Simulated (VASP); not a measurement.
# Si in VASP: settings compared

Si is run at these levels: BLYP, r2SCAN, r2SCAN+D3(BJ), PBE; tasks: relaxation of cell and atoms, single point.

Program: VASP 6.6.1. These are calculated values, not measurements. Logs are shortened: lines on timing, memory, paths and dates and some standing lists are left out, and cuts for length are marked.

## (1) The cell of the first run

It takes space group Fd-3m (No. 227, cubic). The conventional cell has a = 5.444 Å, b = 5.444 Å, c = 5.444 Å, α = 90.00°, β = 90.00°, γ = 90.00°. Within 3.1 Å of Si (site symmetry -43m) lie 4 Si at 2.36 Å.

## (2) Relaxation of cell and atoms, BLYP

INCAR reads:

```
SYSTEM = Si
PREC = Accurate
ENCUT = 600
EDIFF = 1E-6
ISMEAR = -1
SIGMA = 0.05
LREAL = .False.
LASPH = .True.
NELM = 100
ALGO = Normal
ISIF = 3
LWAVE = .False.
LCHARG = .False.
GGA = B5
ALDAX = 1.0
AGGAX = 1.0
AGGAC = 1.0
ALDAC = 0.0
IBRION = 2
NSW = 80
EDIFFG = -0.005
```

KPOINTS reads:

```
regular mesh
0
Gamma
  8 8 8
  0 0 0
```

POSCAR reads:

```
Si
1.0
    0.0000000000      2.7218511865      2.7218511865
    2.7218511865      0.0000000000      2.7218511865
    2.7218511865      2.7218511865      0.0000000000
Si
2
Direct
    0.5000000000      0.5000000000      0.5000000000
    0.7500000000      0.7500000000      0.7500000000
```

Potentials or basis: VASP PAW PBE potentials, release 64 (Si).

The run is started by

```console
$ cat potpaw_PBE.64/Si/POTCAR > POTCAR
$ mpirun -np 1 vasp_std > vasp.out
```

OUTCAR:

```text
SYSTEM = Si
   PREC = Accurate
   ENCUT = 600
   EDIFF = 1E-6
   ISMEAR = -1
   LREAL = .False.
   LASPH = .True.
   NELM = 100
   ISIF = 3
   GGA = B5
   IBRION = 2
   NSW = 80
   EDIFFG = -0.005

 ion  position               nearest neighbor table
   1  0.500  0.500  0.500-   2 2.36   2 2.36   2 2.36   2 2.36
   2  0.750  0.750  0.750-   1 2.36   1 2.36   1 2.36   1 2.36

  LATTYP: Found a face centered cubic cell.
 ALAT       =     5.4437023730

  Lattice vectors:

 A1 = (   0.0000000000,   2.7218511865,   2.7218511865)
 A2 = (   2.7218511865,   0.0000000000,   2.7218511865)
 A3 = (   2.7218511865,   2.7218511865,   0.0000000000)

Analysis of symmetry for initial positions (statically):
=====================================================================
 Subroutine PRICEL returns:
 Original cell was already a primitive cell.

 Routine SETGRP: Setting up the symmetry group for a
 face centered cubic supercell.

 Subroutine GETGRP returns: Found 48 space group operations
 (whereof 24 operations were pure point group operations)
 out of a pool of 48 trial point group operations.

The static configuration has the point symmetry T_d .
 The point group associated with its full space group is O_h .

Analysis of symmetry for dynamics (positions and initial velocities):
=====================================================================
 Subroutine PRICEL returns:
 Original cell was already a primitive cell.

 Routine SETGRP: Setting up the symmetry group for a
 face centered cubic supercell.

 Subroutine GETGRP returns: Found 48 space group operations
 (whereof 24 operations were pure point group operations)
 out of a pool of 48 trial point group operations.

The dynamic configuration has the point symmetry T_d .
 The point group associated with its full space group is O_h .

 Subroutine INISYM returns: Found 48 space group operations
 (whereof 24 operations are pure point group operations),
 and found     1 'primitive' translations

----------------------------------------------------------------------------------------

                                     Primitive cell

  volume of cell :      40.3295

  direct lattice vectors                    reciprocal lattice vectors
     0.000000000  2.721851186  2.721851186    -0.183698507  0.183698507  0.183698507
     2.721851186  0.000000000  2.721851186     0.183698507 -0.183698507  0.183698507
     2.721851186  2.721851186  0.000000000     0.183698507  0.183698507 -0.183698507

  length of vectors
     3.849278863  3.849278863  3.849278863     0.318175148  0.318175148  0.318175148

  position of ions in fractional coordinates (direct lattice)
     0.500000000  0.500000000  0.500000000
     0.750000000  0.750000000  0.750000000

  ion indices of the primitive-cell ions
   primitive index   ion index
                 1           1
                 2           2

----------------------------------------------------------------------------------------

 KPOINTS: regular mesh

Automatic generation of k-mesh.
 Grid dimensions read from file:
 generate k-points for:    8    8    8

 Generating k-lattice:

  Cartesian coordinates                     Fractional coordinates (reciprocal lattice)
    -0.022962313  0.022962313  0.022962313     0.125000000  0.000000000  0.000000000
     0.022962313 -0.022962313  0.022962313     0.000000000  0.125000000  0.000000000
     0.022962313  0.022962313 -0.022962313     0.000000000  0.000000000  0.125000000

  Length of vectors
     0.039771893  0.039771893  0.039771893

  Shift w.r.t. Gamma in fractional coordinates (k-lattice)
     0.000000000  0.000000000  0.000000000

 Subroutine IBZKPT returns following result:
 ===========================================

 Found     29 irreducible k-points:

 Following reciprocal coordinates:
            Coordinates               Weight
  0.000000  0.000000  0.000000      1.000000
  0.125000  0.000000  0.000000      8.000000
  0.250000  0.000000  0.000000      8.000000
  0.375000  0.000000  0.000000      8.000000
  0.500000  0.000000  0.000000      4.000000
  0.125000  0.125000  0.000000      6.000000
[... 16 lines left out ...]
  0.500000  0.250000  0.125000     48.000000
 -0.375000  0.250000  0.125000     24.000000
 [... further k-points ...]
   k-points           NKPTS =     29   k-points in BZ     NKDIM =     29   number of bands    NBANDS=      8
   number of dos      NEDOS =    301   number of ions     NIONS =      2
   total plane-waves  NPLWV =  32768
   dimension x,y,z NGX =    32 NGY =   32 NGZ =   32
   dimension x,y,z NGXF=    64 NGYF=   64 NGZF=   64
   ions per type =               2
   NGX,Y,Z   is equivalent  to a cutoff of  13.82, 13.82, 13.82 a.u.
   NGXF,Y,Z  is equivalent  to a cutoff of  27.64, 27.64, 27.64 a.u.
 SYSTEM =  Si
   PREC   = accura    normal or accurate (medium, high low for compatibility)
   ISTART =      0    job   : 0-new  1-cont  2-samecut
   ICHARG =      2    charge: 1-file 2-atom 10-const
   ISPIN  =      1    spin polarized calculation?
   LNONCOLLINEAR =      F non collinear calculations
   LSORBIT =      F    spin-orbit coupling
   LASPH  =      T    aspherical Exc in radial PAW
   ENCUT  =  600.0 eV  44.10 Ry    6.64 a.u.   7.69  7.69  7.69*2*pi/ulx,y,z
   NELM   =    100;   NELMIN=  2; NELMDL= -5     # of ELM steps
   EDIFF  = 0.1E-05   stopping-criterion for ELM
   LREAL  =      F    real-space projection
   EDIFFG = -.5E-02   stopping-criterion for IOM
   NSW    =     80    number of steps for IOM
   IBRION =      2    ionic relax: 0-MD 1-quasi-New 2-CG
   NFREE  =      1    steps in history (QN), initial steepest desc. (CG)
   ISIF   =      3    stress and relaxation
   ISYM   =      2    0-nonsym 1-usesym 2-fastsym
   POTIM  = 0.5000    time-step for ionic-motion
   TEBEG  =    0.0;   TEEND  =   0.0 temperature during run
   PSTRESS=    0.0 pullay stress
   NELECT =       8.0000    total number of electrons
   NUPDOWN=      -1.0000    fix difference up-down
   EMIN   =  10.00;   EMAX   =-10.00  energy-range for DOS
   EFERMI =   0.00;   METHOD = LEGACY
   ISMEAR =    -1;   SIGMA  =   0.05  broadening in eV -4-tet -1-fermi 0-gaus
   EFERMI_NEDOS =   21; number of points for ismear=-14 and -15
   IALGO  =     38    algorithm
   IMIX   =      4    mixing-type and parameters
     AMIX     =   0.40;   BMIX     =  1.00
     AMIX_MAG =   1.60;   BMIX_MAG =  1.00
  volume/ion in A,a.u.               =      20.16       136.08
  Fermi-wavevector in a.u.,A,eV,Ry     =   0.954766  1.804247 12.402783  0.911579
  Thomas-Fermi vector in A             =   2.083543
   LORBIT       =      0    0 simple, 1 ext, 2 COOP (PROOUT), +10 PAW based schemes
   GGA     = B5    functional components
   LHFCALC =     F    Hartree Fock is set to
   AEXX    =    0.0000 exact exchange contribution
   IVDW    =     0    specifies the selected vdW correction
   LEPSILON=     F    determine dielectric tensor
   LRPA    =     F    only Hartree local field effects (RPA)
 conjugate gradient relaxation of ions
 non-spin polarized calculation
  energy-cutoff  :      600.00
  volume of cell :       40.33
 maximum number of plane-waves:      1365
   NGX = 15   NGY = 15   NGZ = 15

--------------------------------------- Ionic step        1  -------------------------------------------

 number of electron       8.0000000 magnetization

 Free energy of the ion-electron system (eV)
  ---------------------------------------------------
  ext. energy  EPLUGINS =         0.00000000
  ---------------------------------------------------
  free energy    TOTEN  =        -9.46103374 eV

  energy without entropy =       -9.46103024  energy(sigma->0) =       -9.46103199

------------------------ aborting loop because EDIFF is reached ----------------------------------------

  FORCE on cell =-STRESS in cart. coord.  units (eV):
  Direction    XX          YY          ZZ          XY          YZ          ZX
  --------------------------------------------------------------------------------------
  -------------------------------------------------------------------------------------
  Total        1.1081903      1.1081903      1.1081903     -0.0000000      0.0000000     -0.0000000
  in kB       44.0252459     44.0252459     44.0252459     -0.0000000      0.0000000     -0.0000000
  external PRESSURE =      44.0252459 kB  Pullay stress =       0.0000000 kB

 VOLUME and BASIS-vectors are now :
 -----------------------------------------------------------------------------
  energy-cutoff  :      600.00
  volume of cell :       40.33
      direct lattice vectors                 reciprocal lattice vectors
     0.000000000  2.721851186  2.721851186    -0.183698507  0.183698507  0.183698507
     2.721851186  0.000000000  2.721851186     0.183698507 -0.183698507  0.183698507
     2.721851186  2.721851186  0.000000000     0.183698507  0.183698507 -0.183698507
[... 37 lines left out ...]
 POSITION                                       TOTAL-FORCE (eV/Angst)
 -----------------------------------------------------------------------------------
      2.79461      2.79461      2.79461         0.000000      0.000000      0.000000
      4.19191      4.19191      4.19191        -0.000000     -0.000000     -0.000000
 -----------------------------------------------------------------------------------
    total drift:                               -0.000000     -0.000000     -0.000000

  FREE ENERGIE OF THE ION-ELECTRON SYSTEM (eV)
  ---------------------------------------------------
  free  energy   TOTEN  =        -9.4798805651 eV

  energy  without entropy=       -9.4798791547  energy(sigma->0) =       -9.47987986

--------------------------------------- Ionic step        3  -------------------------------------------

 number of electron       8.0000001 magnetization

 Free energy of the ion-electron system (eV)
  ---------------------------------------------------
  ext. energy  EPLUGINS =         0.00000000
  ---------------------------------------------------
  free energy    TOTEN  =        -9.48830982 eV

  energy without entropy =       -9.48830790  energy(sigma->0) =       -9.48830886

 E-fermi :   6.0958     XC(G=0):  -8.5344

 val. band max:        5.6559360404   @ k =   0.0000   0.0000   0.0000
 cond. band min:       6.5726139783   @ k =   0.3750   0.3750   0.0000
 fundamental gap:      0.9166779379
 Fermi energy:         6.0958299095

 k-point     1 :       0.0000    0.0000    0.0000
  band No.  band energies     occupation
      1      -5.8406      2.00000
      2       5.6559      1.99970
      3       5.6559      1.99970
      4       5.6559      1.99970
      5       8.3151      0.00000
      6       8.3262      0.00000
      7       8.3262      0.00000
      8       8.3262      0.00000

 k-point     2 :       0.1250    0.0000    0.0000
  band No.  band energies     occupation
      1      -5.6484      2.00000
      2       4.0940      2.00000
      3       5.3957      2.00000
      4       5.3957      2.00000
      5       8.0558      0.00000
      6       8.7156      0.00000
      7       8.7156      0.00000
      8       9.8798      0.00000
[... 221 lines left out ...]
 k-point    23 :       0.5000    0.2500    0.1250
  band No.  band energies     occupation
      1      -3.7675      2.00000
      2      -0.0110      2.00000
      3       2.6045      2.00000
      4       3.8958      2.00000
      5       8.6284      0.00000
      6       9.2821      0.00000
      7      10.7116      0.00000
      8      11.5451      0.00000

 k-point    24 :      -0.3750    0.2500    0.1250
  band No.  band energies     occupation
      1      -3.1794      2.00000
      2      -0.8652      2.00000
      3       2.4658      2.00000
      4       3.6911      2.00000
      5       8.7063      0.00000
      6       9.0172      0.00000
      7      11.4861      0.00000
      8      12.8031      0.00000

 [... further k-points ...]

------------------------ aborting loop because EDIFF is reached ----------------------------------------

  FORCE on cell =-STRESS in cart. coord.  units (eV):
  Direction    XX          YY          ZZ          XY          YZ          ZX
  --------------------------------------------------------------------------------------
  -------------------------------------------------------------------------------------
  Total       -0.0004157     -0.0004157     -0.0004157     -0.0000000      0.0000000     -0.0000000
  in kB       -0.0157038     -0.0157038     -0.0157038     -0.0000000      0.0000000     -0.0000000
  external PRESSURE =      -0.0157038 kB  Pullay stress =       0.0000000 kB

 VOLUME and BASIS-vectors are now :
 -----------------------------------------------------------------------------
  energy-cutoff  :      600.00
  volume of cell :       42.41
      direct lattice vectors                 reciprocal lattice vectors
    -0.000000000  2.767852452  2.767852452    -0.180645467  0.180645467  0.180645467
     2.767852452  0.000000000  2.767852452     0.180645467 -0.180645467  0.180645467
     2.767852452  2.767852452  0.000000000     0.180645467  0.180645467 -0.180645467

 POSITION                                       TOTAL-FORCE (eV/Angst)
 -----------------------------------------------------------------------------------
      2.76785      2.76785      2.76785         0.000000      0.000000      0.000000
      4.15178      4.15178      4.15178        -0.000000     -0.000000     -0.000000
 -----------------------------------------------------------------------------------
    total drift:                               -0.000000     -0.000000     -0.000000

  FREE ENERGIE OF THE ION-ELECTRON SYSTEM (eV)
  ---------------------------------------------------
  free  energy   TOTEN  =        -9.4883098173 eV

  energy  without entropy=       -9.4883078954  energy(sigma->0) =       -9.48830886

 reached required accuracy - stopping structural energy minimisation
```

Wall time 38 s (1 thread of AMD EPYC 7R13 (Zen 3), shared host); peak memory 0.14 GiB.

What came out:

```yaml
Free_energy: -9.4883 eV
Relaxed_volume: 21.20 Å³/atom
Relaxed_cell: a = 3.914 Å, b = 3.914 Å, c = 3.914 Å, α = 60.00°, β = 60.00°, γ = 60.00°
Space_group_after_relaxing_to_0.05_Å: Fd-3m (No. 227)
Energy_gained_by_relaxing: 13.6 meV/atom
Ionic_steps: 3
Pressure_after_relaxing: 0.0 GPa
Band_gap_on_the_k_mesh: 0.92 eV, indirect (least direct gap 2.55 eV)
```

Step by step:
```csv
step,energy change (eV),largest force (eV/Å),pressure (GPa),volume (Å³)
1,0.0000,0.0000,4.40,40.33
2,-0.0188,0.0000,-2.11,43.65
3,-0.0273,0.0000,0.00,42.41
```

Final structure:
```cif
data_structure
_symmetry_space_group_name_H-M 'P 1'
_symmetry_Int_Tables_number 1
_cell_length_a 3.9143
_cell_length_b 3.9143
_cell_length_c 3.9143
_cell_angle_alpha 60.000
_cell_angle_beta 60.000
_cell_angle_gamma 60.000
_cell_volume 42.41
loop_
_atom_site_label
_atom_site_type_symbol
_atom_site_fract_x
_atom_site_fract_y
_atom_site_fract_z
_atom_site_occupancy
Si1 Si 0.50000 0.50000 0.50000 1
Si2 Si 0.75000 0.75000 0.75000 1
```

Levels at points of the mesh, in eV from the valence-band top:
```tsv
k point	band 1	band 2	band 3	band 4	band 5	band 6	band 7	band 8
(0.00, 0.00, 0.00)	-11.50	0.00	0.00	0.00	2.66	2.67	2.67	2.67
(0.50, 0.00, 0.00)	-9.35	-6.61	-1.12	-1.12	1.43	3.54	3.54	7.97
(0.50, 0.50, 0.00)	-7.60	-7.60	-2.63	-2.63	1.04	1.04	9.66	9.66
```

Caveat: the PAW data sets were made with another functional, which shifts forces and pressure a little. A hybrid or GW would open this gap; BLYP tends to underestimate it.

## (3) Single point, r2SCAN, collinear spin, antiferromagnetic start (atoms moved at random)

POSCAR reads:

```
Si
1.0
    0.0000000000      2.7218511865      2.7218511865
    2.7218511865      0.0000000000      2.7218511865
    2.7218511865      2.7218511865      0.0000000000
Si
2
Direct
    0.4934380000      0.4929530000      0.4953520000
    0.7634040000      0.7571140000      0.7458340000
```

INCAR.step1 reads:

```
SYSTEM = Si
PREC = Accurate
ENCUT = 520
ISMEAR = 0
SIGMA = 0.05
LREAL = .FALSE.
LASPH = .TRUE.
NELM = 150
ISPIN = 2
MAGMOM = 0.5 -0.5
NBANDS = 15
GGA = PE
ALGO = Normal
EDIFF = 1E-4
LWAVE = .TRUE.
LCHARG = .FALSE.
```

INCAR.step2 reads:

```
SYSTEM = Si
PREC = Accurate
ENCUT = 520
EDIFF = 1E-6
ISMEAR = 0
SIGMA = 0.05
LREAL = .FALSE.
LASPH = .TRUE.
NELM = 150
ALGO = Normal
ISIF = 2
LWAVE = .FALSE.
LCHARG = .FALSE.
ISPIN = 2
MAGMOM = 0.5 -0.5
LORBIT = 11
METAGGA = R2SCAN
LMIXTAU = .TRUE.
NBANDS = 15
ISTART = 1
```

KPOINTS reads:

```
Automatic mesh
0
G
  8 8 8
  0 0 0
```

Potentials or basis: VASP PAW PBE potentials, release 64 (Si).

The run is started by

```console
$ cat potpaw_PBE.64/Si/POTCAR > POTCAR
$ cp INCAR.step1 INCAR
$ mpirun -np 1 vasp_std > vasp.out
$ cp INCAR.step2 INCAR
$ mpirun -np 1 vasp_std > vasp.out
```

It took 19 min on 1 thread of AMD EPYC 7R43 (Zen 3), shared host; peak memory 0.3 GiB.

The run converged. Its results:

```
Free energy                                           : -17.4624 eV
Pressure                                              : 0.2 GPa
Largest force                                         : 1.403 eV/Å
Band gap on the k mesh                                : 0.03 eV, indirect (least direct gap 1.71 eV)
Net moment                                            : 0.00 μB per cell
Valence electrons inside the program's atomic spheres : Si 1.71
```

Forces in eV/Å, atoms in the order of the input:
```
Si   0.368  0.639  1.194
Si  -0.368 -0.639 -1.194
```

Stress tensor (GPa, compression positive):
```
 0.41 -3.33 -1.79
-3.33  0.31 -1.07
-1.79 -1.07 -0.09
```

Levels at points of the mesh, in eV from the valence-band top:
Spin up:
```
           k point  band 2  band 3  band 4  band 5  band 6  band 7
(0.00, 0.00, 0.00)   -1.14   -0.82    0.00    1.71    2.14    2.35
(0.50, 0.00, 0.00)   -8.18   -2.17   -1.55    1.24    2.66    3.38
(0.00, 0.50, 0.00)   -8.10   -2.22   -1.53    1.21    2.59    3.39
(0.00, 0.00, 0.50)   -7.90   -2.31   -1.53    1.16    2.49    3.34
(0.50, 0.50, 0.50)   -7.46   -2.19   -1.92    1.07    2.59    2.89
(0.50, 0.50, 0.00)   -8.52   -3.84   -3.49    0.03    0.47   10.09
(0.00, 0.50, 0.50)   -8.72   -3.73   -3.55    0.17    0.31   10.17
(0.50, 0.00, 0.50)   -8.66   -3.76   -3.53    0.12    0.36   10.15
```
Spin down:
```
           k point  band 1  band 2  band 3  band 4  band 5  band 6  band 7  band 8  band 9
(0.00, 0.00, 0.00)  -13.16   -1.14   -0.82    0.00    1.71    2.14    2.35    3.21    7.45
(0.50, 0.00, 0.00)  -10.60   -8.18   -2.17   -1.55    1.24    2.66    3.38    7.73   10.20
(0.00, 0.50, 0.00)  -10.64   -8.10   -2.22   -1.53    1.21    2.59    3.39    7.69   10.27
(0.00, 0.00, 0.50)  -10.73   -7.90   -2.31   -1.53    1.16    2.49    3.34    7.62   10.43
(0.50, 0.50, 0.50)  -10.93   -7.46   -2.19   -1.92    1.07    2.59    2.89    7.48   10.91
(0.50, 0.50, 0.00)   -9.10   -8.52   -3.84   -3.49    0.03    0.47   10.09   10.21   10.86
(0.00, 0.50, 0.50)   -8.93   -8.72   -3.73   -3.55    0.17    0.31   10.17   10.19   10.77
(0.50, 0.00, 0.50)   -8.99   -8.66   -3.76   -3.53    0.12    0.36   10.15   10.20   10.79
```

Caveat: the cell differs from its parent crystal (atoms moved at random); the PAW data sets were made with another functional, which shifts forces and pressure a little.

(Part 1 of 2 ends here.)
